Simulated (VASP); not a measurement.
Crystal: Pt.

```
Pt
1.0
    -1.57359    1.57359    1.57359
     1.57359   -1.57359    1.57359
     1.57359    1.57359   -1.57359
Pt
1
Direct
  0.00000 0.00000 0.00000
```

Base run:

```yaml
Program: VASP 6.6.1
Functional: PBEsol
Potentials_or_basis: VASP PAW PBE potentials, release 64 (Pt)
Cutoff: 520 eV
k_mesh: 12 × 12 × 12
Occupations: fermi-dirac, width 0.05 eV
Spin: no spin polarisation
```

Its results: band gap on the k mesh zero (band 5 reaches 11.31 eV, above the bottom of band 6 at 9.11 eV); pressure -7.0 GPa.

Q: The run is repeated on the same cell with these changes: functional from PBEsol to LDA; potentials or basis from VASP PAW PBE potentials, release 64 (Pt) to VASP PAW LDA potentials, release 64 (Pt). What comes out?

A: Band gap on the k mesh zero (band 5 reaches 11.34 eV, above the bottom of band 6 at 9.15 eV); pressure -11.1 GPa.

Caveats: spin-orbit coupling is left out, which moves the levels of the heavy elements; the PAW data sets were made with another functional, which shifts forces and pressure a little (some runs).
